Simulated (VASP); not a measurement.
# HgTe (Coloradoite) (F-43m) in VASP: further runs

The runs below take HgTe (Coloradoite) through single point, relaxation of cell and atoms, with PBE, revPBE+D3(BJ), revPBE+D4, RPBE+D4.

Program: VASP 6.6.1. These are calculated values, not measurements. Logs are shortened: lines on timing, memory, paths and dates and some standing lists are left out, and cuts for length are marked.

## (1) The cell of the first run

The structure is cubic, space group F-43m (No. 216). Conventional cell: a = 6.429 Å, b = 6.429 Å, c = 6.429 Å, α = 90.00°, β = 90.00°, γ = 90.00°. Hg (site symmetry -43m) has 4 Te at 2.78 Å within 3.7 Å. Within 3.7 Å of Te (site symmetry -43m) lie 4 Hg at 2.78 Å.

## (2) Single point, PBE

Input file INCAR:

```
SYSTEM = HgTe
ALGO = Normal
EDIFF = 1E-6
ENCUT = 500
GGA = PE
GGA_COMPAT = .FALSE.
ISIF = 2
ISMEAR = 0
LASPH = .TRUE.
LCHARG = .FALSE.
LREAL = .FALSE.
LWAVE = .FALSE.
NBANDS = 16
NELM = 120
PREC = Accurate
SIGMA = 0.05
```

Input file KPOINTS:

```
k-points
0
G
  7 7 7
  0 0 0
```

Input file POSCAR:

```
HgTe
1.0
    0.0000000000      3.2145000000      3.2145000000
    3.2145000000      0.0000000000      3.2145000000
    3.2145000000      3.2145000000      0.0000000000
Hg Te
1 1
Direct
    0.0000000000      0.0000000000      0.0000000000
    0.7500000000      0.7500000000      0.7500000000
```

Potentials or basis: VASP PAW PBE potentials, release 64 (Hg, Te).

Launch:

```
$ cat potpaw_PBE.64/Hg/POTCAR potpaw_PBE.64/Te/POTCAR > POTCAR
$ mpirun -np 1 vasp_std > vasp.out
```

OUTCAR:

```text
SYSTEM = HgTe
   EDIFF = 1E-6
   ENCUT = 500
   GGA = PE
   ISIF = 2
   ISMEAR = 0
   LASPH = .TRUE.
   LREAL = .FALSE.
   NELM = 120
   PREC = Accurate

 ion  position               nearest neighbor table
   1  0.000  0.000  0.000-   2 2.78   2 2.78   2 2.78   2 2.78
   2  0.750  0.750  0.750-   1 2.78   1 2.78   1 2.78   1 2.78

  LATTYP: Found a face centered cubic cell.
 ALAT       =     6.4290000000

  Lattice vectors:

 A1 = (   0.0000000000,   3.2145000000,   3.2145000000)
 A2 = (   3.2145000000,   0.0000000000,   3.2145000000)
 A3 = (   3.2145000000,   3.2145000000,   0.0000000000)

Analysis of symmetry for initial positions (statically):
=====================================================================
 Subroutine PRICEL returns:
 Original cell was already a primitive cell.

 Routine SETGRP: Setting up the symmetry group for a
 face centered cubic supercell.

 Subroutine GETGRP returns: Found 24 space group operations
 (whereof 24 operations were pure point group operations)
 out of a pool of 48 trial point group operations.

The static configuration has the point symmetry T_d .

Analysis of symmetry for dynamics (positions and initial velocities):
=====================================================================
 Subroutine PRICEL returns:
 Original cell was already a primitive cell.

 Routine SETGRP: Setting up the symmetry group for a
 face centered cubic supercell.

 Subroutine GETGRP returns: Found 24 space group operations
 (whereof 24 operations were pure point group operations)
 out of a pool of 48 trial point group operations.

The dynamic configuration has the point symmetry T_d .

 Subroutine INISYM returns: Found 24 space group operations
 (whereof 24 operations are pure point group operations),
 and found     1 'primitive' translations

----------------------------------------------------------------------------------------

                                     Primitive cell

  volume of cell :      66.4309

  direct lattice vectors                    reciprocal lattice vectors
     0.000000000  3.214500000  3.214500000    -0.155545186  0.155545186  0.155545186
     3.214500000  0.000000000  3.214500000     0.155545186 -0.155545186  0.155545186
     3.214500000  3.214500000  0.000000000     0.155545186  0.155545186 -0.155545186

  length of vectors
     4.545989496  4.545989496  4.545989496     0.269412165  0.269412165  0.269412165

  position of ions in fractional coordinates (direct lattice)
     0.000000000  0.000000000  0.000000000
     0.750000000  0.750000000  0.750000000

  ion indices of the primitive-cell ions
   primitive index   ion index
                 1           1
                 2           2

----------------------------------------------------------------------------------------

 KPOINTS: k-points

Automatic generation of k-mesh.
 Grid dimensions read from file:
 generate k-points for:    7    7    7

 Generating k-lattice:

  Cartesian coordinates                     Fractional coordinates (reciprocal lattice)
    -0.022220741  0.022220741  0.022220741     0.142857143  0.000000000  0.000000000
     0.022220741 -0.022220741  0.022220741     0.000000000  0.142857143  0.000000000
     0.022220741  0.022220741 -0.022220741     0.000000000  0.000000000  0.142857143

  Length of vectors
     0.038487452  0.038487452  0.038487452

  Shift w.r.t. Gamma in fractional coordinates (k-lattice)
     0.000000000  0.000000000  0.000000000

 Subroutine IBZKPT returns following result:
 ===========================================

 Found     20 irreducible k-points:

 Following reciprocal coordinates:
            Coordinates               Weight
  0.000000  0.000000  0.000000      1.000000
  0.142857  0.000000  0.000000      8.000000
  0.285714  0.000000  0.000000      8.000000
  0.428571  0.000000  0.000000      8.000000
  0.142857  0.142857  0.000000      6.000000
  0.285714  0.142857  0.000000     24.000000
[... 12 lines left out ...]
 -0.428571  0.428571  0.142857     24.000000
 -0.285714  0.428571  0.142857     24.000000
   k-points           NKPTS =     20   k-points in BZ     NKDIM =     20   number of bands    NBANDS=     16
   number of dos      NEDOS =    301   number of ions     NIONS =      2
   total plane-waves  NPLWV =  46656
   dimension x,y,z NGX =    36 NGY =   36 NGZ =   36
   dimension x,y,z NGXF=    72 NGYF=   72 NGZF=   72
   ions per type =               1   1
   NGX,Y,Z   is equivalent  to a cutoff of  13.17, 13.17, 13.17 a.u.
   NGXF,Y,Z  is equivalent  to a cutoff of  26.33, 26.33, 26.33 a.u.
 SYSTEM =  HgTe
   PREC   = accura    normal or accurate (medium, high low for compatibility)
   ISTART =      0    job   : 0-new  1-cont  2-samecut
   ICHARG =      2    charge: 1-file 2-atom 10-const
   ISPIN  =      1    spin polarized calculation?
   LNONCOLLINEAR =      F non collinear calculations
   LSORBIT =      F    spin-orbit coupling
   LASPH  =      T    aspherical Exc in radial PAW
   ENCUT  =  500.0 eV  36.75 Ry    6.06 a.u.   8.29  8.29  8.29*2*pi/ulx,y,z
   NELM   =    120;   NELMIN=  2; NELMDL= -5     # of ELM steps
   EDIFF  = 0.1E-05   stopping-criterion for ELM
   LREAL  =      F    real-space projection
   EDIFFG = 0.1E-04   stopping-criterion for IOM
   NSW    =      0    number of steps for IOM
   IBRION =     -1    ionic relax: 0-MD 1-quasi-New 2-CG
   NFREE  =      0    steps in history (QN), initial steepest desc. (CG)
   ISIF   =      2    stress and relaxation
   ISYM   =      2    0-nonsym 1-usesym 2-fastsym
   POTIM  = 0.5000    time-step for ionic-motion
   TEBEG  =    0.0;   TEEND  =   0.0 temperature during run
   PSTRESS=    0.0 pullay stress
   NELECT =      18.0000    total number of electrons
   NUPDOWN=      -1.0000    fix difference up-down
   EMIN   =  10.00;   EMAX   =-10.00  energy-range for DOS
   EFERMI =   0.00;   METHOD = LEGACY
   ISMEAR =     0;   SIGMA  =   0.05  broadening in eV -4-tet -1-fermi 0-gaus
   EFERMI_NEDOS =   21; number of points for ismear=-14 and -15
   IALGO  =     38    algorithm
   IMIX   =      4    mixing-type and parameters
     AMIX     =   0.40;   BMIX     =  1.00
     AMIX_MAG =   1.60;   BMIX_MAG =  1.00
  volume/ion in A,a.u.               =      33.22       224.15
  Fermi-wavevector in a.u.,A,eV,Ry     =   1.059357  2.001894 15.268958  1.122237
  Thomas-Fermi vector in A             =   2.194699
   LORBIT       =      0    0 simple, 1 ext, 2 COOP (PROOUT), +10 PAW based schemes
   GGA     = PE    functional components
   LHFCALC =     F    Hartree Fock is set to
   AEXX    =    0.0000 exact exchange contribution
   IVDW    =     0    specifies the selected vdW correction
   LEPSILON=     F    determine dielectric tensor
   LRPA    =     F    only Hartree local field effects (RPA)
 non-spin polarized calculation
 Gauss-broadening in eV      SIGMA  =   0.05
  energy-cutoff  :      500.00
  volume of cell :       66.43
 maximum number of plane-waves:      1716
 NGX is ok and might be reduce to    36
   NGX = 17   NGY = 17   NGZ = 17

 number of electron      18.0000000 magnetization

 Free energy of the ion-electron system (eV)
  ---------------------------------------------------
  ext. energy  EPLUGINS =         0.00000000
  ---------------------------------------------------
  free energy    TOTEN  =        -3.55140925 eV

  energy without entropy =       -3.55118438  energy(sigma->0) =       -3.55129681

 E-fermi :   3.2901     XC(G=0):  -8.8172

 val. band max:        3.2748343227   @ k =   0.0000   0.0000   0.0000
 cond. band min:       4.0012677608   @ k =   0.4286   0.0000   0.0000
 fundamental gap:      0.7264334381
 Fermi energy:         3.2900628010

 k-point     1 :       0.0000    0.0000    0.0000
  band No.  band energies     occupation
      1      -8.8315      2.00000
      2      -4.1786      2.00000
      3      -4.1786      2.00000
      4      -4.1786      2.00000
      5      -3.6289      2.00000
      6      -3.6289      2.00000
[... 8 lines left out ...]
     15      12.8493      0.00000
     16      12.8493      0.00000

 k-point     2 :       0.1429    0.0000    0.0000
  band No.  band energies     occupation
      1      -8.7286      2.00000
      2      -4.1502      2.00000
      3      -4.1502      2.00000
      4      -4.1399      2.00000
      5      -3.6316      2.00000
      6      -3.6316      2.00000
[... 8 lines left out ...]
     15      11.9290      0.00000
     16      11.9290      0.00000

 k-point     3 :       0.2857    0.0000    0.0000
  band No.  band energies     occupation
      1      -8.4834      2.00000
      2      -4.0926      2.00000
      3      -4.0926      2.00000
      4      -3.9499      2.00000
      5      -3.6276      2.00000
      6      -3.6276      2.00000
[... 8 lines left out ...]
     15      11.8930      0.00000
     16      11.8930      0.00000

 k-point     4 :       0.4286    0.0000    0.0000
  band No.  band energies     occupation
      1      -8.2717      2.00000
      2      -4.0557      2.00000
      3      -4.0557      2.00000
      4      -3.6108      2.00000
      5      -3.6108      2.00000
      6      -3.4878      2.00000
[... 8 lines left out ...]
     15      12.9492      0.00000
     16      12.9492      0.00000
[... 248 lines left out ...]
 k-point    18 :      -0.4286    0.2857    0.1429
  band No.  band energies     occupation
      1      -8.1395      2.00000
      2      -3.9988      2.00000
      3      -3.9667      2.00000
      4      -3.7058      2.00000
      5      -3.6171      2.00000
      6      -3.3174      2.00000
[... 8 lines left out ...]
     15      13.1897      0.00000
     16      13.8743      0.00000

 k-point    19 :      -0.4286    0.4286    0.1429
  band No.  band energies     occupation
      1      -8.0676      2.00000
      2      -3.9731      2.00000
      3      -3.8968      2.00000
      4      -3.7837      2.00000
      5      -3.5955      2.00000
      6      -3.2092      2.00000
[... 8 lines left out ...]
     15      14.0106      0.00000
     16      14.4389      0.00000

 k-point    20 :      -0.2857    0.4286    0.1429
  band No.  band energies     occupation
      1      -8.0494      2.00000
      2      -3.9649      2.00000
      3      -3.9071      2.00000
      4      -3.6996      2.00000
      5      -3.6427      2.00000
      6      -3.0515      2.00000
[... 8 lines left out ...]
     15      13.3842      0.00000
     16      15.1675      0.00000

------------------------ aborting loop because EDIFF is reached ----------------------------------------

  FORCE on cell =-STRESS in cart. coord.  units (eV):
  Direction    XX          YY          ZZ          XY          YZ          ZX
  --------------------------------------------------------------------------------------
  -------------------------------------------------------------------------------------
  Total        1.9232578      1.9232578      1.9232578     -0.0000000      0.0000000     -0.0000000
  in kB       46.3850261     46.3850261     46.3850261     -0.0000000      0.0000000     -0.0000000
  external PRESSURE =      46.3850261 kB  Pullay stress =       0.0000000 kB

 VOLUME and BASIS-vectors are now :
 -----------------------------------------------------------------------------
  energy-cutoff  :      500.00
  volume of cell :       66.43
      direct lattice vectors                 reciprocal lattice vectors
     0.000000000  3.214500000  3.214500000    -0.155545186  0.155545186  0.155545186
     3.214500000  0.000000000  3.214500000     0.155545186 -0.155545186  0.155545186
     3.214500000  3.214500000  0.000000000     0.155545186  0.155545186 -0.155545186

 POSITION                                       TOTAL-FORCE (eV/Angst)
 -----------------------------------------------------------------------------------
      0.00000      0.00000      0.00000        -0.000000     -0.000000     -0.000000
      4.82175      4.82175      4.82175         0.000000      0.000000      0.000000
 -----------------------------------------------------------------------------------
    total drift:                               -0.000000     -0.000000      0.000000

  FREE ENERGIE OF THE ION-ELECTRON SYSTEM (eV)
  ---------------------------------------------------
  free  energy   TOTEN  =        -3.5514092510 eV

  energy  without entropy=       -3.5511843788  energy(sigma->0) =       -3.55129681
```

It used 69 s of CPU time on 1 thread of AMD EPYC 7R13 Processor (Zen 3), with other jobs on the host.

Results:

- Free energy: -3.5514 eV
- Pressure: 4.6 GPa
- Band gap on the k mesh: zero (filled and empty bands touch)

Levels at points of the mesh, in eV from the Fermi level:
```csv
k point,band 5,band 6,band 7,band 8,band 9,band 10,band 11,band 12,band 13,band 14
"(0.00, 0.00, 0.00)",-6.92,-6.92,-0.70,-0.02,-0.02,-0.02,4.18,4.18,4.18,6.46
```

Caveat: spin-orbit coupling is left out, which moves the levels of the heavy elements.

## (3) Single point, revPBE+D3(BJ)

This run uses another cell than the first one, of 34.60 Å³/atom, 1.042 times its volume.

Input file INCAR:

```
  PREC = Accurate
  ENCUT = 500
  EDIFF = 1E-6
  ISMEAR = -1
  SIGMA = 0.05
  LREAL = F
  LASPH = T
  NELM = 120
  ALGO = Normal
  ISIF = 2
  LWAVE = F
  LCHARG = F
  GGA = RE
  IVDW = 12
  NBANDS = 16
  GGA_COMPAT = F
```

Input file KPOINTS:

```
regular mesh
0
Gamma
  7 7 7
```

Input file POSCAR:

```
HgTe
1.0
    0.0000000000      3.2585420128      3.2585420128
    3.2585420128      0.0000000000      3.2585420128
    3.2585420128      3.2585420128      0.0000000000
Hg Te
1 1
Direct
    0.0000000000      0.0000000000      0.0000000000
    0.7500000000      0.7500000000      0.7500000000
```

Potentials or basis: VASP PAW PBE potentials, release 64 (Hg, Te).

Launch:

```
$ cat potpaw_PBE.64/Hg/POTCAR potpaw_PBE.64/Te/POTCAR > POTCAR
$ mpirun -np 1 vasp_std > vasp.out
```

It used 42 s of CPU time on 1 thread of AMD EPYC 7R13 Processor (Zen 3), on a shared host.

It converged, with:

- Free energy: -4.2812 eV
- Pressure: 0.0 GPa
- Band gap on the k mesh: zero (filled and empty bands touch)
- Dispersion energy per atom: -0.662 eV

Levels at points of the mesh, in eV from the Fermi level:
```tsv
k point	band 6	band 7	band 8	band 9	band 10	band 11	band 12	band 13
(0.00, 0.00, 0.00)	-6.76	-0.76	-0.04	-0.04	-0.04	4.27	4.27	4.27
```

Caveat: the PAW data sets were made with another functional, which shifts forces and pressure a little; spin-orbit coupling is left out, which moves the levels of the heavy elements; pairwise dispersion overbinds metals, which lowers pressure and volume.

## (4) Single point, revPBE+D4

This run uses another cell than the first one, of 34.96 Å³/atom, 1.053 times its volume.

Input file INCAR:

```
SYSTEM = HgTe
  PREC = Accurate
  ENCUT = 500
  EDIFF = 1E-6
  ISMEAR = -1
  SIGMA = 0.05
  LREAL = .False.
  LASPH = .True.
  NELM = 120
  ALGO = Normal
  ISIF = 2
  LWAVE = .False.
  LCHARG = .False.
  GGA = RE
  IVDW = 13
  NBANDS = 16
  GGA_COMPAT = .False.
```

Input file KPOINTS:

```
Automatic mesh
0
Gamma
  7 7 7
  0 0 0
```

Input file POSCAR:

```
HgTe
1.0
    0.0000000000      3.2699298200      3.2699298200
    3.2699298200      0.0000000000      3.2699298200
    3.2699298200      3.2699298200      0.0000000000
Hg Te
1 1
Direct
    0.0000000000      0.0000000000      0.0000000000
    0.7500000000      0.7500000000      0.7500000000
```

Potentials or basis: VASP PAW PBE potentials, release 64 (Hg, Te).

Launch:

```
$ cat potpaw_PBE.64/Hg/POTCAR potpaw_PBE.64/Te/POTCAR > POTCAR
$ mpirun -np 1 vasp_std > vasp.out
```

OUTCAR:

```text
SYSTEM = HgTe
   PREC = Accurate
   ENCUT = 500
   EDIFF = 1E-6
   ISMEAR = -1
   LREAL = .False.
   LASPH = .True.
   NELM = 120
   ISIF = 2
   GGA = RE
   IVDW = 13

 ion  position               nearest neighbor table
   1  0.000  0.000  0.000-   2 2.83   2 2.83   2 2.83   2 2.83
   2  0.750  0.750  0.750-   1 2.83   1 2.83   1 2.83   1 2.83

  LATTYP: Found a face centered cubic cell.
 ALAT       =     6.5398596400

  Lattice vectors:

 A1 = (   0.0000000000,   3.2699298200,   3.2699298200)
 A2 = (   3.2699298200,   0.0000000000,   3.2699298200)
 A3 = (   3.2699298200,   3.2699298200,   0.0000000000)

[... 557 lines left out ...]

  DFT-D4 for vdW energy calculation

  Edisp (eV):   -1.16368

  FORCE on cell =-STRESS in cart. coord.  units (eV):
  Direction    XX          YY          ZZ          XY          YZ          ZX
  --------------------------------------------------------------------------------------
  -------------------------------------------------------------------------------------
  Total       0.02119     0.02119     0.02119    -0.00000     0.00000    -0.00000
  in kB       0.48543     0.48543     0.48543    -0.00000     0.00000    -0.00000
  external pressure =        0.49 kB  Pullay stress =        0.00 kB

 VOLUME and BASIS-vectors are now :
 -----------------------------------------------------------------------------
  energy-cutoff  :      500.00
  volume of cell :       69.93
      direct lattice vectors                 reciprocal lattice vectors
     0.000000000  3.269929820  3.269929820    -0.152908480  0.152908480  0.152908480
     3.269929820  0.000000000  3.269929820     0.152908480 -0.152908480  0.152908480
     3.269929820  3.269929820  0.000000000     0.152908480  0.152908480 -0.152908480

 POSITION                                       TOTAL-FORCE (eV/Angst)
 -----------------------------------------------------------------------------------
      0.00000      0.00000      0.00000         0.000000      0.000000      0.000000
      4.90489      4.90489      4.90489        -0.000000     -0.000000     -0.000000
 -----------------------------------------------------------------------------------
    total drift:                                0.000000      0.000000      0.000000

  FREE ENERGIE OF THE ION-ELECTRON SYSTEM (eV)
  ---------------------------------------------------
  free  energy   TOTEN  =        -4.1376061190 eV

  energy  without entropy=       -4.1368567663  energy(sigma->0) =       -4.13723144
```

stdout:

```text
POSCAR found type information on POSCAR HgTe
 POSCAR found :  2 types and       2 ions
 scaLAPACK will be used
 -----------------------------------------------------------------------------
|                                                                             |
|                                                                             |
|     You enforced a specific xc type in the INCAR file but a different       |
|     I HOPE YOU KNOW WHAT YOU ARE DOING!                                     |
|                                                                             |
 -----------------------------------------------------------------------------

 LDA part: xc-table for (Slater+PW92), standard interpolation
 POSCAR, INCAR and KPOINTS ok, starting setup
 FFT: planning ... GRIDC
 FFT: planning ... GRID_SOFT
 FFT: planning ... GRID
 WAVECAR not read
 entering main loop
```

It used 54 s of CPU time on 1 thread of AMD EPYC 7R13 Processor (Zen 3), with other jobs on the host.

Results:

| Property | Result |
| --- | --- |
| Free energy | -4.1376 eV |
| Pressure | 0.0 GPa |
| Band gap on the k mesh | zero (filled and empty bands touch) |
| Dispersion energy per atom | -0.582 eV |

Caveat: the PAW data sets were made with another functional, which shifts forces and pressure a little; spin-orbit coupling is left out, which moves the levels of the heavy elements; pairwise dispersion overbinds metals, which lowers pressure and volume.

(Continued in part 2 of 2.)
